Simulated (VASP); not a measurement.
# Ti in VASP: further runs

Runs on Ti. Level: PBEsol. Tasks: single point, electric field gradients.

Program: VASP 6.6.1. These are calculated values, not measurements. Logs are shortened: lines on timing, memory, paths and dates and some standing lists are left out, and cuts for length are marked.

### 1 The cell of the first run

Symmetry: P6_3/mmc, No. 194, hexagonal system. Conventional cell: a = 2.950 Å, b = 2.950 Å, c = 4.686 Å, α = 90.00°, β = 90.00°, γ = 120.00°. Ti (site symmetry -6m2) has 12 Ti at 2.90 to 2.95 Å within 3.8 Å.

### 2 Single point, PBEsol

Contents of POSCAR:

```
Ti
1.0
    2.9499978604      0.0000000000      0.0000000000
   -1.4749989302      2.5547730882      0.0000000000
    0.0000000000      0.0000000000      4.6860000000
Ti
2
Direct
    0.3333333333      0.6666666667      0.2500000000
    0.6666666667      0.3333333333      0.7500000000
```

Contents of INCAR.step1:

```
  PREC = Accurate
  ENCUT = 520
  EDIFF = 1E-7
  ISMEAR = -1
  SIGMA = 0.08
  LREAL = False
  LASPH = True
  NELM = 100
  ALGO = Normal
  ISIF = 2
  LWAVE = False
  LCHARG = True
  LMAXMIX = 4
  GGA = PS
  NBANDS = 19
```

Contents of KPOINTS.step1:

```
regular mesh
0
Gamma
  13 13 7
```

Contents of INCAR.step2:

```
  PREC = Accurate
  ENCUT = 520
  EDIFF = 1E-7
  ISMEAR = -5
  SIGMA = 0.08
  LREAL = False
  LASPH = True
  NELM = 100
  ALGO = Normal
  ISIF = 2
  LWAVE = False
  LCHARG = False
  LMAXMIX = 4
  GGA = PS
  LORBIT = 10
  NEDOS = 1001
  ICHARG = 11
```

Contents of KPOINTS.step2:

```
regular mesh
0
Gamma
  20 20 11
```

Potentials or basis: VASP PAW PBE potentials, release 64 (Ti_sv).

Launch:

```console
$ cat potpaw_PBE.64/Ti_sv/POTCAR > POTCAR
$ cp INCAR.step1 INCAR
$ cp KPOINTS.step1 KPOINTS
$ mpirun -np 1 vasp_std > vasp.out
$ cp INCAR.step2 INCAR
$ cp KPOINTS.step2 KPOINTS
$ mpirun -np 1 vasp_std > vasp.out
```

OUTCAR:

```text
PREC = Accurate
   ENCUT = 520
   EDIFF = 1E-7
   ISMEAR = -5
   LREAL = False
   LASPH = True
   NELM = 100
   ISIF = 2
   GGA = PS
   LORBIT = 10
   ICHARG = 11

 ion  position               nearest neighbor table
   1  0.333  0.667  0.250-   2 2.90   2 2.90   2 2.90   2 2.90   2 2.90   2 2.90
   2  0.667  0.333  0.750-   1 2.90   1 2.90   1 2.90   1 2.90   1 2.90   1 2.90

  LATTYP: Found a hexagonal cell.
 ALAT       =     2.9499978604
 C/A-ratio  =     1.5884757284

  Lattice vectors:

 A1 = (   2.9499978604,   0.0000000000,   0.0000000000)
 A2 = (  -1.4749989302,   2.5547730882,   0.0000000000)
 A3 = (   0.0000000000,   0.0000000000,   4.6860000000)

Analysis of symmetry for initial positions (statically):
=====================================================================
 Subroutine PRICEL returns:
 Original cell was already a primitive cell.

 Routine SETGRP: Setting up the symmetry group for a
 hexagonal supercell.

 Subroutine GETGRP returns: Found 24 space group operations
 (whereof 12 operations were pure point group operations)
 out of a pool of 24 trial point group operations.

The static configuration has the point symmetry D_3d.
 The point group associated with its full space group is D_6h.

Analysis of symmetry for dynamics (positions and initial velocities):
=====================================================================
 Subroutine PRICEL returns:
 Original cell was already a primitive cell.

 Routine SETGRP: Setting up the symmetry group for a
 hexagonal supercell.

 Subroutine GETGRP returns: Found 24 space group operations
 (whereof 12 operations were pure point group operations)
 out of a pool of 24 trial point group operations.

The dynamic configuration has the point symmetry D_3d.
 The point group associated with its full space group is D_6h.

 Subroutine INISYM returns: Found 24 space group operations
 (whereof 12 operations are pure point group operations),
 and found     1 'primitive' translations

----------------------------------------------------------------------------------------

                                     Primitive cell

  volume of cell :      35.3164

[... 87 lines left out ...]
   LASPH  =      T    aspherical Exc in radial PAW
   ENCUT  =  520.0 eV  38.22 Ry    6.18 a.u.   5.49  5.49  8.71*2*pi/ulx,y,z
   NELM   =    100;   NELMIN=  2; NELMDL=  0     # of ELM steps
   EDIFF  = 0.1E-06   stopping-criterion for ELM
   LREAL  =      F    real-space projection
   EDIFFG = 0.1E-05   stopping-criterion for IOM
   NSW    =      0    number of steps for IOM
   IBRION =     -1    ionic relax: 0-MD 1-quasi-New 2-CG
   NFREE  =      0    steps in history (QN), initial steepest desc. (CG)
   ISIF   =      2    stress and relaxation
   ISYM   =      2    0-nonsym 1-usesym 2-fastsym
   POTIM  = 0.5000    time-step for ionic-motion
   TEBEG  =    0.0;   TEEND  =   0.0 temperature during run
   PSTRESS=    0.0 pullay stress
   NELECT =      24.0000    total number of electrons
   NUPDOWN=      -1.0000    fix difference up-down
   EMIN   =  10.00;   EMAX   =-10.00  energy-range for DOS
   EFERMI =   0.00;   METHOD = LEGACY
   ISMEAR =    -5;   SIGMA  =   0.08  broadening in eV -4-tet -1-fermi 0-gaus
   EFERMI_NEDOS =   21; number of points for ismear=-14 and -15
   IALGO  =     38    algorithm
   IMIX   =      4    mixing-type and parameters
     AMIX     =   0.40;   BMIX     =  1.00
     AMIX_MAG =   1.60;   BMIX_MAG =  1.00
  volume/ion in A,a.u.               =      17.66       119.16
  Fermi-wavevector in a.u.,A,eV,Ry     =   1.439306  2.719894 28.185854  2.071602
  Thomas-Fermi vector in A             =   2.558176
   LORBIT       =     10    0 simple, 1 ext, 2 COOP (PROOUT), +10 PAW based schemes
   GGA     = PS    functional components
   LHFCALC =     F    Hartree Fock is set to
   AEXX    =    0.0000 exact exchange contribution
   IVDW    =     0    specifies the selected vdW correction
   LEPSILON=     F    determine dielectric tensor
   LRPA    =     F    only Hartree local field effects (RPA)
 non-spin polarized calculation
 Fermi weights with tetrahedron method with Bloechl corrections
  energy-cutoff  :      520.00
  volume of cell :       35.32
 maximum number of plane-waves:       976
 NGX is ok and might be reduce to    24

 number of electron      24.0000001 magnetization

 Free energy of the ion-electron system (eV)
  ---------------------------------------------------
  ext. energy  EPLUGINS =         0.00000000
  ---------------------------------------------------
  free energy    TOTEN  =       -16.64073703 eV

  energy without entropy =      -16.64073703  energy(sigma->0) =      -16.64073703

 E-fermi :   8.0559     XC(G=0): -11.5559

 val. band max:        8.0660337987   @ k =   0.1500   0.0500   0.2727
 cond. band min:       8.0438017972   @ k =   0.3500   0.2500   0.3636
 fundamental gap:     -0.0222320015
 Fermi energy:         8.0558691929

 k-point     1 :       0.0000    0.0000    0.0000
  band No.  band energies     occupation
      1     -48.6156      2.00000
      2     -48.4865      2.00000
      3     -25.2853      2.00000
      4     -24.6696      2.00000
      5     -24.6696      2.00000
      6     -24.6078      2.00000
[... 433 lines left out ...]
      3     -25.1104      2.00000
      4     -24.9635      2.00000
      5     -24.8901      2.00000
      6     -24.7638      2.00000
[... 8 lines left out ...]
     15       9.0644      0.00000
     16      10.1280      0.00000

 [... further k-points ...]
[... 5 lines left out ...]
  --------------------------------------------------------------------------------------
  -------------------------------------------------------------------------------------
  Total       -1.5121532     -1.5121532     -1.3946775     -0.0000000      0.0000000      0.0000000
  in kB      -68.6009399    -68.6009399    -63.2714892     -0.0000000      0.0000000      0.0000000
  external PRESSURE =     -66.8244563 kB  Pullay stress =       0.0000000 kB

 VOLUME and BASIS-vectors are now :
 -----------------------------------------------------------------------------
  energy-cutoff  :      520.00
  volume of cell :       35.32
      direct lattice vectors                 reciprocal lattice vectors
     2.949997860  0.000000000  0.000000000     0.338983297  0.195712098  0.000000000
    -1.474998930  2.554773088  0.000000000     0.000000000  0.391424195  0.000000000
     0.000000000  0.000000000  4.686000000     0.000000000  0.000000000  0.213401622

 POSITION                                       TOTAL-FORCE (eV/Angst)
 -----------------------------------------------------------------------------------
     -0.00000      1.70318      1.17150        -0.000000      0.000000      0.000000
      1.47500      0.85159      3.51450         0.000000     -0.000000      0.000000
 -----------------------------------------------------------------------------------
    total drift:                               -0.000000      0.000000     -0.000000

  FREE ENERGIE OF THE ION-ELECTRON SYSTEM (eV)
  ---------------------------------------------------
  free  energy   TOTEN  =       -16.6407370254 eV

  energy  without entropy=      -16.6407370254  energy(sigma->0) =      -16.64073703

 total charge

# of ion       s       p       d       tot
------------------------------------------
    1        2.248   6.118   1.868  10.234
    2        2.248   6.118   1.868  10.234
--------------------------------------------------
tot          4.495  12.237   3.735  20.467
```

OSZICAR.step1:

```text
N       E                     dE             d eps       ncg     rms          rms(c)
DAV:   1     0.264317367504E+03    0.26432E+03   -0.13094E+04  3208   0.156E+03
DAV:   2     0.114135883744E+02   -0.25290E+03   -0.24890E+03  3273   0.442E+02
DAV:   3    -0.177285983220E+02   -0.29142E+02   -0.28766E+02  5936   0.124E+02
DAV:   4    -0.190181947823E+02   -0.12896E+01   -0.12876E+01  3727   0.267E+01
DAV:   5    -0.190807359543E+02   -0.62541E-01   -0.62532E-01  4753   0.421E+00    0.122E+01
DAV:   6    -0.166767277736E+02    0.24040E+01   -0.86936E+00  3734   0.293E+01    0.286E+00
DAV:   7    -0.166493513881E+02    0.27376E-01   -0.78542E-01  4791   0.621E+00    0.207E+00
DAV:   8    -0.166705578206E+02   -0.21206E-01   -0.19862E-01  3494   0.523E+00    0.671E-01
DAV:   9    -0.166629066760E+02    0.76511E-02   -0.45498E-02  3643   0.210E+00    0.717E-02
DAV:  10    -0.166633553816E+02   -0.44871E-03   -0.32808E-03  4743   0.323E-01    0.897E-02
DAV:  11    -0.166634219913E+02   -0.66610E-04   -0.14317E-04  3657   0.813E-02    0.401E-02
DAV:  12    -0.166634138674E+02    0.81239E-05   -0.34271E-05  3688   0.494E-02    0.102E-02
DAV:  13    -0.166634138684E+02   -0.98726E-09   -0.25872E-06  3688   0.147E-02    0.966E-04
DAV:  14    -0.166634139004E+02   -0.31968E-07   -0.17496E-07  2668   0.218E-03
   1 F= -.16663414E+02 E0= -.16638796E+02  d E =-.492355E-01
```

It took 2.8 min on 1 thread of Intel Xeon 8259CL, shared host; peak memory 0.25 GiB.

What came out:

- Valence electrons inside the program's atomic spheres: Ti 10.23

Caveat: the PAW data sets were made with another functional, which shifts forces and pressure a little; tetrahedron occupations give inexact forces and stress in metals.

### 3 Electric field gradients, PBEsol (equal xy, yz and zx shear strains of +1 %)

Contents of INCAR:

```
SYSTEM = Ti
PREC     = Accurate       ! precision mode
ENCUT    = 520            ! plane-wave cutoff, eV
EDIFF    = 1E-8           ! SCF threshold, eV
ISMEAR   = -1             ! smearing method
SIGMA    = 0.08           ! smearing width, eV
LREAL    = .FALSE.        ! projectors in reciprocal space
LASPH    = .TRUE.         ! aspherical terms in the spheres
NELM     = 100            ! most SCF steps
ALGO     = Normal         ! electronic algorithm
ISIF     = 2              ! what is computed and relaxed
LWAVE    = .FALSE.        ! write WAVECAR
LCHARG   = .FALSE.        ! write CHGCAR
GGA      = PS             ! functional
LEFG     = .TRUE.       
NBANDS   = 19             ! bands
```

Contents of KPOINTS:

```
Automatic mesh
0
G
  13 13 7
  0 0 0
```

Contents of POSCAR:

```
Ti
1.0
    2.9499978604      0.0147499893      0.0147499893
   -1.4622250648      2.5473980936      0.0053988708
    0.0234300000      0.0234300000      4.6860000000
Ti
2
Direct
    0.3333333333      0.6666666667      0.2500000000
    0.6666666667      0.3333333333      0.7500000000
```

Potentials or basis: VASP PAW PBE potentials, release 64 (Ti_sv).

Launch:

```console
$ cat potpaw_PBE.64/Ti_sv/POTCAR > POTCAR
$ mpirun -np 1 vasp_std > vasp.out
```

OUTCAR:

```text
SYSTEM = Ti
   PREC = Accurate
   ENCUT = 520
   EDIFF = 1E-8
   ISMEAR = -1
   LREAL = .FALSE.
   LASPH = .TRUE.
   NELM = 100
   ISIF = 2
   GGA = PS

 ion  position               nearest neighbor table
   1  0.333  0.667  0.250-   2 2.88   2 2.88   2 2.89   2 2.90   2 2.91   2 2.92
   2  0.667  0.333  0.750-   1 2.88   1 2.88   1 2.89   1 2.90   1 2.91   1 2.92

  LATTYP: Found a triclinic cell.
 ALAT       =     2.9628494168
 B/A-ratio  =     0.9913558883
 C/A-ratio  =     1.5816251484
 COS(alpha) =     0.0036852528
 COS(beta)  =     0.0136346634
[... 747 lines left out ...]
  free  energy   TOTEN  =       -16.6620305726 eV

  energy  without entropy=      -16.6126523560  energy(sigma->0) =      -16.63734146

 Electric field gradients (V/A^2)
---------------------------------------------------------------------
 ion       V_xx      V_yy      V_zz      V_xy      V_xz      V_yz
---------------------------------------------------------------------
   1      -8.298    -8.273    16.571    -0.343    -0.700    -0.701
   2      -8.298    -8.273    16.571    -0.343    -0.700    -0.701
---------------------------------------------------------------------

 Electric field gradients after diagonalization (V/A^2)
 (convention: |V_zz| > |V_xx| > |V_yy|)
----------------------------------------------------------------------
 ion       V_xx      V_yy      V_zz     asymmetry (V_yy - V_xx)/ V_zz
----------------------------------------------------------------------
   1      -8.667    -7.943    16.610       0.044
   2      -8.667    -7.943    16.610       0.044
----------------------------------------------------------------------

           NMR quadrupolar parameters

 Cq : quadrupolar parameter    Cq=e*Q*V_zz/h
 eta: asymmetry parameters     (V_yy - V_xx)/ V_zz
 Q  : nuclear electric quadrupole moment in mb (millibarn)
----------------------------------------------------------------------
 ion       Cq(MHz)       eta       Q (mb)
----------------------------------------------------------------------
   1       0.040       0.044       1.000
   2       0.040       0.044       1.000
----------------------------------------------------------------------
```

stdout:

```text
POSCAR found type information on POSCAR Ti
 POSCAR found :  1 types and       2 ions
 scaLAPACK will be used
 -----------------------------------------------------------------------------
[... 27 lines left out ...]
     0.0000581    -0.0978111    -0.1383228    -1.6977316    -0.1382931    -0.0028680
     0.0000800    -0.0978111    -0.1383228    -1.6977316    -0.1382931    -0.0028680
     0.0001102    -0.0978111    -0.1383228    -1.6977315    -0.1382931    -0.0028680

     0.0000422     0.2503863     0.5898270   -13.0366832     0.5893399     0.0103599
     0.0000581     0.2503814     0.5898211   -13.0366251     0.5893340     0.0103598
     0.0000800     0.2503733     0.5898113   -13.0365289     0.5893242     0.0103596
     0.0001102     0.2503598     0.5897951   -13.0363706     0.5893081     0.0103593
```

Wall time 5.5 min (1 thread of Intel Xeon Platinum 8559C (Emerald Rapids), shared host); peak memory 0.42 GiB.

What came out:

```yaml
Free_energy: -16.6620 eV
Pressure: -6.0 GPa
Largest_force: 0.025 eV/Å
Band_gap_on_the_k_mesh: zero (bands 12 and 13 overlap by 1.06 eV)
Largest_electric_field_gradient_by_atom: Ti +16.6 V/Å²
```

Forces in eV/Å, atoms in the order of the input:
```
Ti  -0.025  0.000  0.001
Ti   0.025  0.000 -0.001
```

Electric field gradients, principal values (V/Å²):
```tsv
atom	least	middle	greatest (by size)
1 Ti	-7.943	-8.667	16.610
2 Ti	-7.943	-8.667	16.610
```

Caveat: the cell differs from its parent crystal (equal xy, yz and zx shear strains of +1 %); the cell stands under tension; without QUAD_EFG the Cq values of the log hold for a quadrupole moment of 1 mb, not for the nuclei; the PAW data sets were made with another functional, which shifts forces and pressure a little.
